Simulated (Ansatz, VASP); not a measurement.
**SnO in VASP and in Ansatz**

The input INCAR:

```
PREC = Accurate ; ENCUT = 520
EDIFF = 1E-6 ; ISMEAR = 0
SIGMA = 0.15 ; LREAL = False
LASPH = True ; NELM = 100
ALGO = Normal ; ISIF = 2
LWAVE = False ; LCHARG = False
GGA = PS ; IVDW = 12
NBANDS = 28
```

File KPOINTS:

```
Automatic mesh
0
Gamma
  14 14 12
```

Contents of POSCAR:

```
SnO
1.0
    4.0955803458      0.0000000000      0.0000000000
    0.0000000000      4.0955803458      0.0000000000
    0.0000000000      0.0000000000      4.1675384644
Sn O
2 2
Direct
    0.0000000000      0.5000000000      0.2385000000
    0.5000000000      0.0000000000      0.7615000000
    0.0000000000      0.0000000000      0.0000000000
    0.5000000000      0.5000000000      0.0000000000
```

Input for Ansatz:

```yaml
crystal:
  lattice:
    - [4.0955803458, 0.0, 0.0]
    - [0.0, 4.0955803458, 0.0]
    - [0.0, 0.0, 4.1675384644]
  atoms:
    - { symbol: Sn, position: [0.0, 0.5, 0.2385] }
    - { symbol: Sn, position: [0.5, 0.0, 0.7615] }
    - { symbol: O, position: [0.0, 0.0, 0.0] }
    - { symbol: O, position: [0.5, 0.5, 0.0] }
basis:
  ecutwfc: 420
kpoints:
  mp_grid: { grid: [14, 14, 12] }
hamiltonian:
  xc: pbesol
  dispersion: d3bj
scf:
  occupations: { method: gaussian, width: 0.15 }
output:
  forces: true
  stress: true
  eigenvalues: true
```

Alike in both runs: task single point; functional PBEsol; dispersion D3(BJ); k mesh 14 × 14 × 12; occupations gaussian, width 0.15 eV; no spin polarisation.

|  | VASP | Ansatz |
| --- | --- | --- |
| version | VASP 6.6.1 | Ansatz 0.2.0 |
| potentials or method | VASP PAW PBE potentials, release 64 (Sn_d, O), cutoff 520 eV | scalar-relativistic, plane waves, PAW |
| valence electrons in the cell | 40 | 40 |

```tsv
	VASP	Ansatz	Ansatz less VASP
gap on the k mesh at the Fermi level (eV)	0.79	0.79	+0.004
least direct gap on the mesh (eV)	1.21	1.25	+0.047
pressure (GPa)	-5.6	-5.8	-0.22
traceless stress, the component that is largest in VASP (GPa)	7.06	7.17	+0.114
rms of the force components (eV/Å)	0.174	0.149	-0.0252
```

VASP's potentials were made for PBE, not for PBEsol. Atom by atom the forces differ by 0.025 eV/Å (rms over components).
